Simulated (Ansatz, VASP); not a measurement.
# Two plane-wave programs on Ce3CoBr3

```
Ce Co Br
1.0
     5.77735    0.00000    0.00000
     0.00000    5.77735    0.00000
     0.00000    0.00000    5.77735
Ce Co Br
3 1 3
Direct
  0.50000 0.50000 0.00000
  0.00000 0.50000 0.50000
  0.50000 0.00000 0.50000
  0.50000 0.50000 0.50000
  0.50000 0.00000 0.00000
  0.00000 0.50000 0.00000
  0.00000 0.00000 0.50000
```

Alike in both runs: functional PBEsol; k mesh 3 × 3 × 3; no spin polarisation.

Ansatz relaxed the structure, and its values are those at the end. VASP's run is a single point on that final structure, the one shown.

|  | VASP | Ansatz |
| --- | --- | --- |
| version | VASP 6.6.1 | Ansatz 0.2.0 |
| potentials or method | VASP PAW PBE potentials, release 64 (Ce, Co, Br), cutoff 520 eV | PAW plane waves |
| occupations | fermi-dirac, width 0.1 eV | fermi-dirac |
| valence electrons in the cell | 66 | 74 |

Ansatz gave:

| Quantity | Value |
| --- | --- |
| gap on the k mesh at the Fermi level (eV) | none |
| pressure (GPa) | 0.0 |

Which values does VASP return?

gap on the k mesh at the Fermi level (eV): none; pressure (GPa): -0.2.

VASP's potentials were made for PBE, not for PBEsol. A gap of «none» marks a metal or a gap that the smearing closes. VASP's potentials hold 66 valence electrons a cell and Ansatz's 74, so a difference there can come from the potentials and not from the codes.

The k mesh is coarse, so the values compare programs but aren't converged. Spin-orbit coupling is off throughout.
